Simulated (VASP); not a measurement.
Runs of VASP 6.6.1 on Ti. The structure is that of space group P6/mmm (No. 191), or close to it. The cells are those of the table. 

```tsv
task	cell	k mesh	cutoff (eV)	smearing	gap on the mesh (eV)	pressure (GPa)
single point	a = 4.515, b = 4.515, c = 2.799 Å, angles 90.0, 90.0, 120.0°, 3 atoms	12 × 12 × 18	520	gaussian 0.15 eV	none	(a)
relaxation of cell and atoms	relaxed from a = 4.567, b = 4.567, c = 2.826 Å, angles 90.0, 90.0, 120.0°, 3 atoms	12 × 12 × 14	600	gaussian 0.1 eV	none	0.0
relaxation of cell and atoms	relaxed to 20 GPa from a = 4.313, b = 4.313, c = 2.683 Å, angles 90.0, 90.0, 120.0°, 3 atoms	12 × 12 × 16	600	gaussian 0.1 eV	none	20.0
relaxation of cell and atoms	relaxed to -2 GPa from a = 4.544, b = 4.544, c = 2.817 Å, angles 90.0, 90.0, 120.0°, 3 atoms	12 × 12 × 14	600	gaussian 0.1 eV	none	-2.0
single point	a = 4.567, b = 4.567, c = 2.826 Å, angles 90.0, 90.0, 120.0°, 3 atoms	6 × 6 × 6	520	gaussian 0.1 eV	none	-3.8
relaxation of cell and atoms	relaxed to 2 GPa from a = 4.486, b = 4.486, c = 2.781 Å, angles 90.0, 90.0, 120.0°, 3 atoms	12 × 12 × 14	600	gaussian 0.1 eV	none	2.0
single point	a = 4.515, b = 4.515, c = 2.799 Å, angles 90.0, 90.0, 120.0°, 3 atoms	12 × 12 × 14	520	gaussian 0.1 eV	none	-0.2
```

Alike in all rows: level PBEsol; potentials or basis VASP PAW PBE potentials, release 64 (Ti_sv); no spin polarisation.

**Question.** Fill in the values left out.

**Answer.** (a) -0.4.

Caveats: some runs use coarse meshes; the PAW data sets were made with another functional, which shifts forces and pressure a little; the cell is relaxed towards a set pressure, so the enthalpy falls and the energy may rise (some runs).

A gap of «none» marks levels without a gap at the run's occupations.
